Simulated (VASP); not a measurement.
A run of VASP 6.6.1 is set up as follows.

File INCAR:

```
PREC = Accurate
ENCUT = 520
EDIFF = 1E-6
ISMEAR = 0
SIGMA = 0.05
LREAL = F
LASPH = T
NELM = 100
ALGO = Normal
ISIF = 2
LWAVE = F
LCHARG = F
GGA = CA
NBANDS = 26
```

KPOINTS

```
Automatic mesh
0
Gamma
  12 12 4
```

Contents of POSCAR:

```
C
1.0
    2.5186290723      0.0000000000      0.0000000000
   -1.2593145361      2.1811967593      0.0000000000
    0.0000000000      0.0000000000      8.0228736867
C
8
Direct
    0.0000000000      0.0000000000      0.0856321665
    0.0000000000      0.0000000000      0.5856321665
    0.0000000000      0.0000000000      0.4143678335
    0.0000000000      0.0000000000      0.9143678335
    0.3333333333      0.6666666667      0.1612235000
    0.6666666667      0.3333333333      0.6612235000
    0.3333333333      0.6666666667      0.3387765000
    0.6666666667      0.3333333333      0.8387765000
```

Potentials or basis: VASP PAW LDA potentials, release 64 (C).

Command:

```console
$ cat potpaw_LDA.64/C/POTCAR > POTCAR
$ mpirun -np 1 vasp_std > vasp.out
```

(1) Predict the band gap on the k mesh.

(2) Predict the largest force.

(3) Predict the pressure.

## Answers

(1) 3.06 eV, direct.

(2) 6.351 eV/Å.

(3) 10.7 GPa.

Caveat: the cell differs from its parent crystal (mode 21 frozen in at -0.060 Å, strain +e along z and -e/2 along x and y -0.0233); forces of over 1 eV/Å act on the atoms, so gaps and moduli don't describe the material at rest.
